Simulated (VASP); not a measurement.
# Zr8H3C in VASP: single point with PBE+D3(BJ)

Aim: the single point of Zr8H3C with PBE+D3(BJ).

Everything below comes from runs of VASP 6.6.1. Logs are shortened: lines on timing, memory, paths and dates and some standing lists are left out, and cuts for length are marked.

**1. The cell of the first run**

The cell holds a slab with vacuum, 24 atoms: a = 6.371 Å, b = 6.371 Å, c = 27.937 Å, α = 90.00°, β = 90.00°, γ = 120.00°.

**2. Single point, PBE+D3(BJ)**

The input, INCAR:

```
PREC = Accurate ; ENCUT = 520
EDIFF = 1E-6 ; ISMEAR = 0
SIGMA = 0.1 ; LREAL = Auto
LASPH = T ; NELM = 60
ALGO = Fast ; ISIF = 2
LWAVE = F ; LCHARG = F
LDIPOL = T ; IDIPOL = 3
DIPOL = 0.5 0.5 0.511 ; GGA = PE
IVDW = 12 ; NBANDS = 121
```

The input, KPOINTS:

```
Automatic mesh
0
Gamma
  4 4 1
```

The input, POSCAR:

```
Zr8H3C
1.0
    6.3710095762      0.0000000000      0.0000000000
   -3.1855047881      5.5174561408      0.0000000000
    0.0000000000      0.0000000000     27.9371285392
Zr C H
16 2 6
Direct
    0.3333333333      0.1666666667      0.2863572750
    0.3333333333      0.6666666667      0.2863572750
    0.8333333333      0.1666666667      0.2863572750
    0.8333333333      0.6666666667      0.2863572750
    0.1666666667      0.3333333333      0.3778141634
    0.1666666667      0.8333333333      0.3778141634
    0.6666666667      0.3333333333      0.3778141634
    0.6666666667      0.8333333333      0.3778141634
    0.3348140373      0.1705478211      0.4695646218
    0.3390319640      0.6721888253      0.4724612211
    0.8330094210      0.1665598437      0.4726084609
    0.8325070862      0.6722383107      0.4726179224
    0.1699816059      0.3327042403      0.5583437354
    0.1695245385      0.8384303377      0.5581318513
    0.6615855793      0.3320930643      0.5583613150
    0.6651003794      0.8327085701      0.5680092525
    0.9029952051      0.8576857384      0.6974996517
    0.6905283980      0.8449123447      0.6700737520
    1.0395112083      0.8630431400      0.6726246237
    0.8434636732      0.6990030463      0.7207958237
    0.9918348369      1.0213765079      0.7198482445
    0.7525743752      1.0092945880      0.6472050345
    0.5491396646      0.8396275466      0.6933517106
    0.5984651245      0.6754410419      0.6481936048
```

Potentials or basis: VASP PAW PBE potentials, release 64 (Zr_sv, C, H).

The run is started by

```sh
$ cat potpaw_PBE.64/Zr_sv/POTCAR potpaw_PBE.64/C/POTCAR potpaw_PBE.64/H/POTCAR > POTCAR
$ mpirun -np 1 vasp_std > vasp.out
```

OUTCAR:

```text
PREC = Accurate
   ENCUT = 520
   EDIFF = 1E-6
   ISMEAR = 0
   LREAL = Auto
   LASPH = T
   NELM = 60
   ISIF = 2
   GGA = PE
   IVDW = 12
 IVDW          = 12

 ion  position               nearest neighbor table
   1  0.333  0.167  0.286-   5 3.15   7 3.15   6 3.15   3 3.19   3 3.19   2 3.19   2 3.19   4 3.19
                             4 3.19
   2  0.333  0.667  0.286-   6 3.15   8 3.15   5 3.15   4 3.19   4 3.19   3 3.19   1 3.19   1 3.19
                             3 3.19
   3  0.833  0.167  0.286-   7 3.15   5 3.15   8 3.15   1 3.19   1 3.19   2 3.19   4 3.19   4 3.19
                             2 3.19
   4  0.833  0.667  0.286-   8 3.15   6 3.15   7 3.15   2 3.19   2 3.19   1 3.19   3 3.19   3 3.19
                             1 3.19
   5  0.167  0.333  0.378-   9 3.15   1 3.15   3 3.15   2 3.15   7 3.19   7 3.19   6 3.19   6 3.19
                             8 3.19   8 3.19  11 3.23  10 3.24
   6  0.167  0.833  0.378-   2 3.15   4 3.15   1 3.15   9 3.17   8 3.19   8 3.19   7 3.19   5 3.19
                             5 3.19   7 3.19  10 3.22  12 3.23
   7  0.667  0.333  0.378-   3 3.15   1 3.15   4 3.15   9 3.15   5 3.19   5 3.19   6 3.19   8 3.19
                             8 3.19   6 3.19  11 3.22  12 3.24
   8  0.667  0.833  0.378-   4 3.15   2 3.15   3 3.15   6 3.19   6 3.19   7 3.19   7 3.19   5 3.19
                             5 3.19  10 3.20  12 3.20  11 3.22
   9  0.335  0.171  0.470-  15 3.07  13 3.07  14 3.08   5 3.15   7 3.15   6 3.17  10 3.18  12 3.18
                            11 3.19  11 3.19  12 3.19  10 3.19
  10  0.339  0.672  0.472-  14 3.03  13 3.04  12 3.14  11 3.15   9 3.18   9 3.19   8 3.20  16 3.22
                             6 3.22  11 3.22  12 3.23   5 3.24
  11  0.833  0.167  0.473-  13 3.03  15 3.03  12 3.15  10 3.15   9 3.19   9 3.19  10 3.22  12 3.22
                             7 3.22   8 3.22   5 3.23  16 3.24
  12  0.833  0.672  0.473-  14 3.03  15 3.04  10 3.14  11 3.15   9 3.18   9 3.19   8 3.20  16 3.22
                            11 3.22  10 3.23   6 3.23   7 3.24
  13  0.170  0.333  0.558-  11 3.03  10 3.04   9 3.07  15 3.13  14 3.15  16 3.18  16 3.21  14 3.22
                            15 3.24
  14  0.170  0.838  0.558-  10 3.03  12 3.03   9 3.08  15 3.14  13 3.15  16 3.19  16 3.21  13 3.22
                            15 3.23
  15  0.662  0.332  0.558-  11 3.03  12 3.04   9 3.07  13 3.13  14 3.14  16 3.19  16 3.20  14 3.23
                            13 3.24
  16  0.665  0.833  0.568-  18 2.85  13 3.18  14 3.19  15 3.19  15 3.20  14 3.21  13 3.21  10 3.22
                            12 3.22  11 3.24
  17  0.903  0.858  0.697-  20 1.10  21 1.10  19 1.10  18 1.52
  18  0.691  0.845  0.670-  23 1.10  22 1.12  24 1.12  17 1.52  16 2.85
  19  0.040  0.863  0.673-  17 1.10
  20  0.843  0.699  0.721-  17 1.10
  21  0.992  0.021  0.720-  17 1.10
  22  0.753  0.009  0.647-  18 1.12
  23  0.549  0.840  0.693-  18 1.10
  24  0.598  0.675  0.648-  18 1.12

  LATTYP: Found a hexagonal cell.
 ALAT       =     6.3710095762
 C/A-ratio  =     4.3850394832

  Lattice vectors:

 A1 = (   6.3710095762,   0.0000000000,   0.0000000000)
 A2 = (  -3.1855047881,   5.5174561408,   0.0000000000)
 A3 = (   0.0000000000,   0.0000000000,  27.9371285392)

Analysis of symmetry for initial positions (statically):
=====================================================================
 Subroutine PRICEL returns:
 Original cell was already a primitive cell.

 Routine SETGRP: Setting up the symmetry group for a
 hexagonal supercell.

 Subroutine GETGRP returns: Found  1 space group operations
 (whereof  1 operations were pure point group operations)
 out of a pool of 24 trial point group operations.

The static configuration has the point symmetry C_1 .

Analysis of symmetry for dynamics (positions and initial velocities):
=====================================================================
 Subroutine PRICEL returns:
 Original cell was already a primitive cell.

 Routine SETGRP: Setting up the symmetry group for a
 hexagonal supercell.

 Subroutine GETGRP returns: Found  1 space group operations
 (whereof  1 operations were pure point group operations)
 out of a pool of 24 trial point group operations.

The dynamic configuration has the point symmetry C_1 .

 Subroutine INISYM returns: Found  1 space group operations
 (whereof  1 operations are pure point group operations),
 and found     1 'primitive' translations

----------------------------------------------------------------------------------------
[... 80 lines left out ...]

  Length of vectors
     0.045310736  0.045310736  0.035794659

  Shift w.r.t. Gamma in fractional coordinates (k-lattice)
     0.000000000  0.000000000  0.000000000

 Subroutine IBZKPT returns following result:
 ===========================================

 Found     10 irreducible k-points:

 Following reciprocal coordinates:
            Coordinates               Weight
  0.000000  0.000000  0.000000      1.000000
  0.250000 -0.000000  0.000000      2.000000
  0.000000  0.250000  0.000000      2.000000
 -0.250000  0.250000  0.000000      2.000000
  0.500000 -0.000000  0.000000      1.000000
  0.000000  0.500000  0.000000      1.000000
  0.500000  0.500000  0.000000      1.000000
  0.250000  0.250000  0.000000      2.000000
 -0.250000  0.500000  0.000000      2.000000
  0.500000  0.250000  0.000000      2.000000
   k-points           NKPTS =     10   k-points in BZ     NKDIM =     10   number of bands    NBANDS=    121
   number of dos      NEDOS =    301   number of ions     NIONS =     24
   total plane-waves  NPLWV = 483840
   dimension x,y,z NGX =    48 NGY =   48 NGZ =  210
   dimension x,y,z NGXF=    96 NGYF=   96 NGZF=  420
   ions per type =              16   2   6
   NGX,Y,Z   is equivalent  to a cutoff of  12.53, 12.53, 12.50 a.u.
   NGXF,Y,Z  is equivalent  to a cutoff of  25.05, 25.05, 24.99 a.u.
 SYSTEM =  unknown system
   PREC   = accura    normal or accurate (medium, high low for compatibility)
   ISTART =      0    job   : 0-new  1-cont  2-samecut
   ICHARG =      2    charge: 1-file 2-atom 10-const
   ISPIN  =      1    spin polarized calculation?
   LNONCOLLINEAR =      F non collinear calculations
   LSORBIT =      F    spin-orbit coupling
   LASPH  =      T    aspherical Exc in radial PAW
   ENCUT  =  520.0 eV  38.22 Ry    6.18 a.u.  11.85 11.85 51.94*2*pi/ulx,y,z
   NELM   =     60;   NELMIN=  2; NELMDL= -5     # of ELM steps
   EDIFF  = 0.1E-05   stopping-criterion for ELM
   LREAL  =      T    real-space projection
   EDIFFG = 0.1E-04   stopping-criterion for IOM
   NSW    =      0    number of steps for IOM
   IBRION =     -1    ionic relax: 0-MD 1-quasi-New 2-CG
   NFREE  =      0    steps in history (QN), initial steepest desc. (CG)
   ISIF   =      2    stress and relaxation
   ISYM   =      2    0-nonsym 1-usesym 2-fastsym
   POTIM  = 0.5000    time-step for ionic-motion
   TEBEG  =    0.0;   TEEND  =   0.0 temperature during run
   PSTRESS=    0.0 pullay stress
   NELECT =     206.0000    total number of electrons
   NUPDOWN=      -1.0000    fix difference up-down
   EMIN   =  10.00;   EMAX   =-10.00  energy-range for DOS
   EFERMI =   0.00;   METHOD = LEGACY
   ISMEAR =     0;   SIGMA  =   0.10  broadening in eV -4-tet -1-fermi 0-gaus
   EFERMI_NEDOS =   21; number of points for ismear=-14 and -15
   IALGO  =     68    algorithm
   IMIX   =      4    mixing-type and parameters
     AMIX     =   0.40;   BMIX     =  1.00
     AMIX_MAG =   1.60;   BMIX_MAG =  1.00
  volume/ion in A,a.u.               =      40.92       276.13
  Fermi-wavevector in a.u.,A,eV,Ry     =   0.972719  1.838173 12.873603  0.946183
  Thomas-Fermi vector in A             =   2.103041
   LORBIT       =      0    0 simple, 1 ext, 2 COOP (PROOUT), +10 PAW based schemes
   GGA     = PE    functional components
   LHFCALC =     F    Hartree Fock is set to
   AEXX    =    0.0000 exact exchange contribution
   IVDW    =    12    specifies the selected vdW correction
   LEPSILON=     F    determine dielectric tensor
   LRPA    =     F    only Hartree local field effects (RPA)
 non-spin polarized calculation
 RMM-DIIS sequential band-by-band and
 Gauss-broadening in eV      SIGMA  =   0.10
  energy-cutoff  :      520.00
  volume of cell :      982.04
 maximum number of plane-waves:     26474
   NGX = 23   NGY = 23   NGZ =103

 dipolmoment           0.000000      0.000000      0.226764 electrons x Angstroem

 number of electron     206.0000000 magnetization

 dipolmoment           0.000000      0.000000     -0.207469 electrons x Angstroem

 Free energy of the ion-electron system (eV)
  ---------------------------------------------------
  ext. energy  EPLUGINS =         0.00000000
  ---------------------------------------------------
  free energy    TOTEN  =      -169.65329355 eV

  energy without entropy =     -169.52265321  energy(sigma->0) =     -169.58797338

 E-fermi :   1.4729     XC(G=0):  -5.3439

 val. band max:        1.4635762644   @ k =   0.0000   0.2500   0.0000
 cond. band min:       1.4775158241   @ k =   0.2500  -0.0000   0.0000
 fundamental gap:      0.0139395597
 Fermi energy:         1.4729485556

 k-point     1 :       0.0000    0.0000    0.0000
  band No.  band energies     occupation
      1     -47.4863      2.00000
      2     -47.4530      2.00000
      3     -47.3516      2.00000
      4     -47.3491      2.00000
      5     -47.3478      2.00000
      6     -47.3305      2.00000
[... 1169 lines left out ...]
    114       2.0916      0.00000
    115       2.1341      0.00000
 [bands above 115 left out]

------------------------ aborting loop because EDIFF is reached ----------------------------------------

 vacuum level on the upper side and lower side of the slab       (xc-potential included)        -0.619         0.396

 Edisp (eV)   -6.96674

 E8    (eV) :    -3.5930

  FORCE on cell =-STRESS in cart. coord.  units (eV):
  Direction    XX          YY          ZZ          XY          YZ          ZX
  --------------------------------------------------------------------------------------
  -------------------------------------------------------------------------------------
  Total      -6.92431    -7.42849    -4.52591    -0.03260    -0.10896     0.04599
  in kB     -11.29686   -12.11943    -7.38394    -0.05318    -0.17776     0.07503
  external pressure =      -10.27 kB  Pullay stress =        0.00 kB

 VOLUME and BASIS-vectors are now :
 -----------------------------------------------------------------------------
  energy-cutoff  :      520.00
  volume of cell :      982.04
      direct lattice vectors                 reciprocal lattice vectors
     6.371009576  0.000000000  0.000000000     0.156960995  0.090621473  0.000000000
    -3.185504788  5.517456141  0.000000000     0.000000000  0.181242945  0.000000000
     0.000000000  0.000000000 27.937128539     0.000000000  0.000000000  0.035794659

 POSITION                                       TOTAL-FORCE (eV/Angst)
 -----------------------------------------------------------------------------------
      1.59275      0.91958      8.00000         0.000978      0.000342      0.382859
     -0.00000      3.67830      8.00000        -0.014241      0.003480      0.443135
      4.77826      0.91958      8.00000         0.000553      0.024960      0.440566
      3.18550      3.67830      8.00000         0.016158      0.004526      0.445445
      0.00000      1.83915     10.55504        -0.036379      0.015007     -0.511116
     -1.59275      4.59788     10.55504        -0.004523     -0.049681     -0.495505
[... 16 lines left out ...]
      0.82394      4.63261     19.37026        -0.009989     -0.002676      0.005412
      1.66121      3.72672     18.10867        -0.000971     -0.014522     -0.006575
 -----------------------------------------------------------------------------------
    total drift:                               -0.014785     -0.007193      0.002805

  FREE ENERGIE OF THE ION-ELECTRON SYSTEM (eV)
  ---------------------------------------------------
  free  energy   TOTEN  =      -176.6200350680 eV

  energy  without entropy=     -176.4893947342  energy(sigma->0) =     -176.55471490

 vacuum level on the upper side and lower side of the slab         4.522         5.561
```

Run time: 1.8 h. Hardware: 1 thread of Oxide Virtual Turin-like, shared host; peak memory 1.4 GiB.

What came out:

```
Free energy                : -176.6200 eV
Largest force              : 0.513 eV/Å
Band gap on the k mesh     : zero (bands 103 and 104 overlap by 0.88 eV)
Dispersion energy per atom : -0.290 eV
```

Forces in eV/Å, atoms in the order of the input:
```
Zr   0.001  0.000  0.383
Zr  -0.014  0.003  0.443
Zr   0.001  0.025  0.441
Zr   0.016  0.005  0.445
Zr  -0.036  0.015 -0.511
Zr  -0.005 -0.050 -0.496
Zr   0.033  0.014 -0.498
Zr   0.003 -0.009 -0.214
Zr   0.001  0.001 -0.006
Zr   0.005  0.001 -0.002
Zr   0.002 -0.001 -0.001
Zr   0.000  0.001  0.000
Zr   0.002  0.005  0.005
Zr   0.006  0.000  0.006
Zr  -0.003 -0.003  0.007
Zr  -0.004 -0.002 -0.006
C    0.019  0.013  0.008
C   -0.033 -0.013 -0.009
H    0.012  0.000 -0.006
H    0.005 -0.020  0.018
H    0.002  0.007  0.009
H   -0.003  0.024 -0.015
H   -0.010 -0.003  0.005
H   -0.001 -0.015 -0.007
```

Levels at points of the mesh, in eV from the Fermi level:
```
           k point  band 101  band 102  band 103  band 104  band 105  band 106  band 107  band 108  band 109  band 110
(0.00, 0.00, 0.00)      0.19      0.51      0.72      0.81      0.82      0.86      0.86      0.87      0.91      0.92
(0.50, 0.00, 0.00)     -0.28     -0.24     -0.21     -0.17     -0.12      0.02      0.07      0.20      0.28      0.29
(0.00, 0.50, 0.00)     -0.28     -0.26     -0.24     -0.14     -0.10      0.04      0.06      0.20      0.27      0.29
(0.50, 0.50, 0.00)     -0.28     -0.24     -0.22     -0.16     -0.12      0.03      0.06      0.20      0.27      0.30
```
